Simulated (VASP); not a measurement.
# Al12O in VASP: relaxation of the atoms with PBE

Aim: the relaxation of the atoms of Al12O with PBE.

All numbers are computed with VASP 6.6.1; they aren't measurements. Logs are shortened: lines on timing, memory, paths and dates and some standing lists are left out, and cuts for length are marked.

**1. The cell of the first run**

The cell holds a slab with vacuum, 13 atoms: a = 5.714 Å, b = 5.714 Å, c = 20.102 Å, α = 90.00°, β = 90.00°, γ = 120.00°.

**2. Relaxation of the atoms, PBE**

INCAR reads:

```
SYSTEM = Al12O
PREC = Accurate
ENCUT = 520
EDIFF = 1E-7
ISMEAR = 0
SIGMA = 0.1
LREAL = .False.
LASPH = .True.
NELM = 120
ALGO = Normal
ISIF = 2
LWAVE = .False.
LCHARG = .False.
LDIPOL = .True.
IDIPOL = 3
DIPOL = 0.5 0.5 0.325
GGA = PE
IBRION = 2
NSW = 36
EDIFFG = -0.025
GGA_COMPAT = .False.
NELMIN = 4
NELMDL = -8
```

KPOINTS reads:

```
Automatic mesh
0
Gamma
  6 6 1
  0 0 0
```

POSCAR reads:

```
Al12O
1.0
    5.7143028096      0.0000000000      0.0000000000
   -2.8571514048      4.9487313980      0.0000000000
    0.0000000000      0.0000000000     20.1016424764
Al O
12 1
Selective dynamics
Direct
    0.3333333333      0.1666666667      0.1989887147  F F F
    0.3333333333      0.6666666667      0.1989887147  F F F
    0.8333333333      0.1666666667      0.1989887147  F F F
    0.8333333333      0.6666666667      0.1989887147  F F F
    0.1666666667      0.3333333333      0.3134533099  F F F
    0.1666666667      0.8333333333      0.3134533099  F F F
    0.6666666667      0.3333333333      0.3134533099  F F F
    0.6666666667      0.8333333333      0.3134533099  F F F
    0.0000000000      0.0000000000      0.4279074452  F F F
    0.0000000000      0.5000000000      0.4279074452  F F F
    0.5000000000      0.0000000000      0.4279074452  F F F
    0.5000000000      0.5000000000      0.4279074452  F F F
    0.3333333333      0.1666666667      0.4602234347  F F T
```

Potentials or basis: VASP PAW PBE potentials, release 64 (Al, O).

The run is started by

```bash
> cat potpaw_PBE.64/Al/POTCAR potpaw_PBE.64/O/POTCAR > POTCAR
> mpirun -np 1 vasp_std > vasp.out
```

OUTCAR:

```text
SYSTEM = Al12O
   PREC = Accurate
   ENCUT = 520
   EDIFF = 1E-7
   ISMEAR = 0
   LREAL = .False.
   LASPH = .True.
   NELM = 120
   ISIF = 2
   GGA = PE
   IBRION = 2
   NSW = 36
   EDIFFG = -0.025
   NELMIN = 4
   NELMDL = -8

 ion  position               nearest neighbor table
   1  0.333  0.167  0.199-   5 2.83   6 2.83   7 2.83   4 2.86   2 2.86   2 2.86   4 2.86   3 2.86
                             3 2.86
   2  0.333  0.667  0.199-   6 2.83   5 2.83   8 2.83   3 2.86   1 2.86   1 2.86   3 2.86   4 2.86
                             4 2.86
   3  0.833  0.167  0.199-   7 2.83   8 2.83   5 2.83   4 2.86   2 2.86   4 2.86   2 2.86   1 2.86
                             1 2.86
   4  0.833  0.667  0.199-   8 2.83   7 2.83   6 2.83   3 2.86   1 2.86   3 2.86   1 2.86   2 2.86
                             2 2.86
   5  0.167  0.333  0.313-   9 2.83  12 2.83  10 2.83   1 2.83   2 2.83   3 2.83   8 2.86   6 2.86
                             6 2.86   8 2.86   7 2.86   7 2.86
   6  0.167  0.833  0.313-  10 2.83  11 2.83   9 2.83   2 2.83   1 2.83   4 2.83   7 2.86   5 2.86
                             5 2.86   7 2.86   8 2.86   8 2.86
   7  0.667  0.333  0.313-  11 2.83  10 2.83  12 2.83   3 2.83   4 2.83   1 2.83   8 2.86   6 2.86
                             8 2.86   6 2.86   5 2.86   5 2.86
   8  0.667  0.833  0.313-  12 2.83   9 2.83  11 2.83   4 2.83   3 2.83   2 2.83   7 2.86   5 2.86
                             7 2.86   5 2.86   6 2.86   6 2.86
   9  0.000  0.000  0.428-  13 1.77   5 2.83   8 2.83   6 2.83  12 2.86  10 2.86  10 2.86  12 2.86
                            11 2.86  11 2.86
  10  0.000  0.500  0.428-   6 2.83   7 2.83   5 2.83   9 2.86  11 2.86   9 2.86  11 2.86  12 2.86
                            12 2.86
  11  0.500  0.000  0.428-  13 1.77   7 2.83   6 2.83   8 2.83  12 2.86  10 2.86  12 2.86  10 2.86
                             9 2.86   9 2.86
  12  0.500  0.500  0.428-  13 1.77   8 2.83   5 2.83   7 2.83  11 2.86   9 2.86  11 2.86   9 2.86
                            10 2.86  10 2.86
  13  0.333  0.167  0.460-  12 1.77   9 1.77  11 1.77

  LATTYP: Found a hexagonal cell.
 ALAT       =     5.7143028096
 C/A-ratio  =     3.5177769093

  Lattice vectors:

 A1 = (   5.7143028096,   0.0000000000,   0.0000000000)
 A2 = (  -2.8571514048,   4.9487313980,   0.0000000000)
 A3 = (   0.0000000000,   0.0000000000,  20.1016424764)

Analysis of symmetry for initial positions (statically):
=====================================================================
 Subroutine PRICEL returns:
 Original cell was already a primitive cell.

 Routine SETGRP: Setting up the symmetry group for a
 hexagonal supercell.

 Subroutine GETGRP returns: Found  6 space group operations
 (whereof  2 operations were pure point group operations)
 out of a pool of 24 trial point group operations.

The static configuration has the point symmetry C_1h.
 The point group associated with its full space group is C_3v.

Analysis of symmetry for dynamics (positions and initial velocities):
=====================================================================
 Subroutine PRICEL returns:
 Original cell was already a primitive cell.

 Routine SETGRP: Setting up the symmetry group for a
 hexagonal supercell.

 Subroutine GETGRP returns: Found  6 space group operations
 (whereof  2 operations were pure point group operations)
 out of a pool of 24 trial point group operations.

The dynamic configuration has the point symmetry C_1h.
 The point group associated with its full space group is C_3v.

Analysis of constrained symmetry for selective dynamics:
=====================================================================
 Subroutine PRICEL returns:
 Original cell was already a primitive cell.

 Routine SETGRP: Setting up the symmetry group for a
 hexagonal supercell.

 Subroutine GETGRP returns: Found  6 space group operations
 (whereof  2 operations were pure point group operations)
 out of a pool of 24 trial point group operations.

The constrained configuration has the point symmetry C_1h.
 The point group associated with its full space group is C_3v.

 Subroutine INISYM returns: Found  6 space group operations
 (whereof  2 operations are pure point group operations),
 and found     1 'primitive' translations

----------------------------------------------------------------------------------------

                                     Primitive cell

  volume of cell :     568.4453

  direct lattice vectors                    reciprocal lattice vectors
     5.714302810  0.000000000  0.000000000     0.174999476  0.101035995  0.000000000
    -2.857151405  4.948731398  0.000000000     0.000000000  0.202071990  0.000000000
     0.000000000  0.000000000 20.101642476     0.000000000  0.000000000  0.049747179

  length of vectors
     5.714302810  5.714302810 20.101642476     0.202071990  0.202071990  0.049747179

[... 30 lines left out ...]

----------------------------------------------------------------------------------------

 KPOINTS: Automatic mesh

Automatic generation of k-mesh.
 Grid dimensions read from file:
 generate k-points for:    6    6    1

 Generating k-lattice:

  Cartesian coordinates                     Fractional coordinates (reciprocal lattice)
     0.029166579  0.016839332  0.000000000     0.166666667  0.000000000  0.000000000
     0.000000000  0.033678665  0.000000000     0.000000000  0.166666667  0.000000000
     0.000000000  0.000000000  0.049747179     0.000000000  0.000000000  1.000000000

  Length of vectors
     0.033678665  0.033678665  0.049747179

  Shift w.r.t. Gamma in fractional coordinates (k-lattice)
     0.000000000  0.000000000  0.000000000

 Subroutine IBZKPT returns following result:
 ===========================================

 Found      7 irreducible k-points:

 Following reciprocal coordinates:
            Coordinates               Weight
  0.000000  0.000000  0.000000      1.000000
  0.166667  0.000000  0.000000      6.000000
  0.333333  0.000000  0.000000      6.000000
  0.500000  0.000000  0.000000      3.000000
  0.166667  0.166667  0.000000      6.000000
  0.333333  0.166667  0.000000     12.000000
  0.333333  0.333333  0.000000      2.000000
   k-points           NKPTS =      7   k-points in BZ     NKDIM =      7   number of bands    NBANDS=     28
   number of dos      NEDOS =    301   number of ions     NIONS =     13
   total plane-waves  NPLWV = 264600
   dimension x,y,z NGX =    42 NGY =   42 NGZ =  150
   dimension x,y,z NGXF=    84 NGYF=   84 NGZF=  300
   ions per type =              12   1
   NGX,Y,Z   is equivalent  to a cutoff of  12.22, 12.22, 12.41 a.u.
   NGXF,Y,Z  is equivalent  to a cutoff of  24.44, 24.44, 24.81 a.u.
 SYSTEM =  Al12O
   PREC   = accura    normal or accurate (medium, high low for compatibility)
   ISTART =      0    job   : 0-new  1-cont  2-samecut
   ICHARG =      2    charge: 1-file 2-atom 10-const
   ISPIN  =      1    spin polarized calculation?
   LNONCOLLINEAR =      F non collinear calculations
   LSORBIT =      F    spin-orbit coupling
   LASPH  =      T    aspherical Exc in radial PAW
   ENCUT  =  520.0 eV  38.22 Ry    6.18 a.u.  10.62 10.62 37.38*2*pi/ulx,y,z
   NELM   =    120;   NELMIN=  4; NELMDL= -8     # of ELM steps
   EDIFF  = 0.1E-06   stopping-criterion for ELM
   LREAL  =      F    real-space projection
   EDIFFG = -.3E-01   stopping-criterion for IOM
   NSW    =     36    number of steps for IOM
   IBRION =      2    ionic relax: 0-MD 1-quasi-New 2-CG
   NFREE  =      1    steps in history (QN), initial steepest desc. (CG)
   ISIF   =      2    stress and relaxation
   ISYM   =      2    0-nonsym 1-usesym 2-fastsym
   POTIM  = 0.5000    time-step for ionic-motion
   TEBEG  =    0.0;   TEEND  =   0.0 temperature during run
   PSTRESS=    0.0 pullay stress
   NELECT =      42.0000    total number of electrons
   NUPDOWN=      -1.0000    fix difference up-down
   EMIN   =  10.00;   EMAX   =-10.00  energy-range for DOS
   EFERMI =   0.00;   METHOD = LEGACY
   ISMEAR =     0;   SIGMA  =   0.10  broadening in eV -4-tet -1-fermi 0-gaus
   EFERMI_NEDOS =   21; number of points for ismear=-14 and -15
   IALGO  =     38    algorithm
   IMIX   =      4    mixing-type and parameters
     AMIX     =   0.40;   BMIX     =  1.00
     AMIX_MAG =   1.60;   BMIX_MAG =  1.00
  volume/ion in A,a.u.               =      43.73       295.08
  Fermi-wavevector in a.u.,A,eV,Ry     =   0.686955  1.298157  6.420689  0.471907
  Thomas-Fermi vector in A             =   1.767332
   LORBIT       =      0    0 simple, 1 ext, 2 COOP (PROOUT), +10 PAW based schemes
   GGA     = PE    functional components
   LHFCALC =     F    Hartree Fock is set to
   AEXX    =    0.0000 exact exchange contribution
   IVDW    =     0    specifies the selected vdW correction
   LEPSILON=     F    determine dielectric tensor
   LRPA    =     F    only Hartree local field effects (RPA)
 conjugate gradient relaxation of ions
 non-spin polarized calculation
 Gauss-broadening in eV      SIGMA  =   0.10
  energy-cutoff  :      520.00
  volume of cell :      568.45
 maximum number of plane-waves:     15351
   NGX = 21   NGY = 21   NGZ = 75

--------------------------------------- Ionic step        1  -------------------------------------------

 number of electron      42.0000005 magnetization

 Free energy of the ion-electron system (eV)
  ---------------------------------------------------
  ext. energy  EPLUGINS =         0.00000000
  ---------------------------------------------------
  free energy    TOTEN  =       -51.14880086 eV

  energy without entropy =      -51.11168596  energy(sigma->0) =      -51.13024341

------------------------ aborting loop because EDIFF is reached ----------------------------------------

  FORCE on cell =-STRESS in cart. coord.  units (eV):
  Direction    XX          YY          ZZ          XY          YZ          ZX
  --------------------------------------------------------------------------------------
  -------------------------------------------------------------------------------------
  Total       -0.0001011     -0.0001011      2.3015533      0.0000000     -0.0000000      0.0000000
  in kB       -0.0002849     -0.0002849      6.4869859      0.0000000     -0.0000000      0.0000000
  external PRESSURE =       2.1621387 kB  Pullay stress =       0.0000000 kB
[... 75 lines left out ...]
  FREE ENERGIE OF THE ION-ELECTRON SYSTEM (eV)
  ---------------------------------------------------
  free  energy   TOTEN  =       -51.2899018496 eV

  energy  without entropy=      -51.2525714038  energy(sigma->0) =      -51.27123663

 dipolmoment           0.000000      0.000000     -0.011747 electrons x Angstroem

--------------------------------------- Ionic step        3  -------------------------------------------

 number of electron      42.0000004 magnetization

------------------------ aborting loop because EDIFF is reached ----------------------------------------
[... 42 lines left out ...]
--------------------------------------- Ionic step        4  -------------------------------------------

 number of electron      42.0000005 magnetization

 dipolmoment           0.000000      0.000000      0.016143 electrons x Angstroem

 Free energy of the ion-electron system (eV)
  ---------------------------------------------------
  ext. energy  EPLUGINS =         0.00000000
  ---------------------------------------------------
  free energy    TOTEN  =       -51.34853664 eV

  energy without entropy =      -51.31045836  energy(sigma->0) =      -51.32949750

 E-fermi :   0.3728     XC(G=0):  -4.4879

 val. band max:        0.3489932042   @ k =   0.3333   0.1667   0.0000
 cond. band min:       0.4232706238   @ k =   0.1667   0.0000   0.0000
 fundamental gap:      0.0742774196
 Fermi energy:         0.3728335155

 k-point     1 :       0.0000    0.0000    0.0000
  band No.  band energies     occupation
      1     -19.8422      2.00000
      2     -10.2006      2.00000
      3      -8.3439      2.00000
      4      -6.5502      2.00000
      5      -6.5502      2.00000
      6      -5.5692      2.00000
[... 206 lines left out ...]
     27       2.6881      0.00000
     28       3.1267      0.00000

------------------------ aborting loop because EDIFF is reached ----------------------------------------

 vacuum level on the upper side and lower side of the slab       (xc-potential included)         0.015        -0.106

  FORCE on cell =-STRESS in cart. coord.  units (eV):
  Direction    XX          YY          ZZ          XY          YZ          ZX
  --------------------------------------------------------------------------------------
  -------------------------------------------------------------------------------------
  Total       -2.7570527     -2.7570527      0.5822786      0.0000000      0.0000000      0.0000000
  in kB       -7.7708222     -7.7708222      1.6411668      0.0000000      0.0000000      0.0000000
  external PRESSURE =      -4.6334925 kB  Pullay stress =       0.0000000 kB
[... 28 lines left out ...]
  FREE ENERGIE OF THE ION-ELECTRON SYSTEM (eV)
  ---------------------------------------------------
  free  energy   TOTEN  =       -51.3485366438 eV

  energy  without entropy=      -51.3104583621  energy(sigma->0) =      -51.32949750

 reached required accuracy - stopping structural energy minimisation

 vacuum level on the upper side and lower side of the slab         4.360         4.250
```

It took 8.7 min on 1 thread of Intel Xeon 6975P-C (Granite Rapids), shared host; peak memory 0.63 GiB.

What came out:

```yaml
Free_energy: -51.3485 eV
Energy_gained_by_relaxing: 15.4 meV/atom
Ionic_steps: 4
Band_gap_on_the_k_mesh: zero (bands 21 and 22 overlap by 0.54 eV)
```

The path:
| step | energy change (eV) | largest force on free atoms (eV/Å) | pressure (GPa) |
| --- | --- | --- | --- |
| 1 | 0.0000 | 1.9378 | 0.22 |
| 2 | -0.1411 | 1.0691 | -0.11 |
| 3 | -0.1997 | 0.0359 | -0.45 |
| 4 | -0.1997 | 0.0027 | -0.46 |

Final structure:
```cif
data_structure
_symmetry_space_group_name_H-M 'P 1'
_symmetry_Int_Tables_number 1
_cell_length_a 5.7143
_cell_length_b 5.7143
_cell_length_c 20.1016
_cell_angle_alpha 90.000
_cell_angle_beta 90.000
_cell_angle_gamma 120.000
_cell_volume 568.45
loop_
_atom_site_label
_atom_site_type_symbol
_atom_site_fract_x
_atom_site_fract_y
_atom_site_fract_z
_atom_site_occupancy
Al1 Al 0.33333 0.16667 0.19899 1
Al2 Al 0.33333 0.66667 0.19899 1
Al3 Al 0.83333 0.16667 0.19899 1
Al4 Al 0.83333 0.66667 0.19899 1
Al5 Al 0.16667 0.33333 0.31345 1
Al6 Al 0.16667 0.83333 0.31345 1
Al7 Al 0.66667 0.33333 0.31345 1
Al8 Al 0.66667 0.83333 0.31345 1
Al9 Al 0.00000 0.00000 0.42791 1
Al10 Al 0.00000 0.50000 0.42791 1
Al11 Al 0.50000 0.00000 0.42791 1
Al12 Al 0.50000 0.50000 0.42791 1
O1 O 0.33333 0.16667 0.47034 1
```

The gap in the log of VASP goes by the Fermi energy; the results here count the filled bands.